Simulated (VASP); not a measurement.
A run of VASP 6.6.1 is set up as follows.

INCAR

```
PREC     = Accurate       # precision mode
ENCUT    = 520            # plane-wave cutoff, eV
EDIFF    = 1E-6           # SCF threshold, eV
ISMEAR   = 1              # smearing method
SIGMA    = 0.1            # smearing width, eV
LREAL    = F              # projectors in reciprocal space
LASPH    = T              # aspherical terms in the spheres
NELM     = 100            # most SCF steps
ALGO     = Normal         # electronic algorithm
ISIF     = 2              # what is computed and relaxed
LWAVE    = F              # write WAVECAR
LCHARG   = F              # write CHGCAR
NBANDS   = 13             # bands
```

Contents of KPOINTS:

```
Automatic mesh
0
Gamma
  12 12 12
```

Contents of POSCAR:

```
AlCo
1.0
    2.7942509364      0.0000000000      0.0000000000
    0.0000000000      2.7942509364      0.0000000000
    0.0000000000      0.0000000000      2.7942509364
Al Co
1 1
Direct
    0.0000000000      0.0000000000      0.0000000000
    0.5000000000      0.5000000000      0.5000000000
```

Potentials or basis: VASP PAW LDA potentials, release 64 (Al, Co).

Command:

```bash
$ cat potpaw_LDA.64/Al/POTCAR potpaw_LDA.64/Co/POTCAR > POTCAR
$ mpirun -np 1 vasp_std > vasp.out
```

(1) Estimate the pressure.

(2) Estimate the band gap on the k mesh.

## Answers

(1) 0.2 GPa.

(2) zero (band 6 reaches 13.54 eV, above the bottom of band 7 at 10.82 eV).
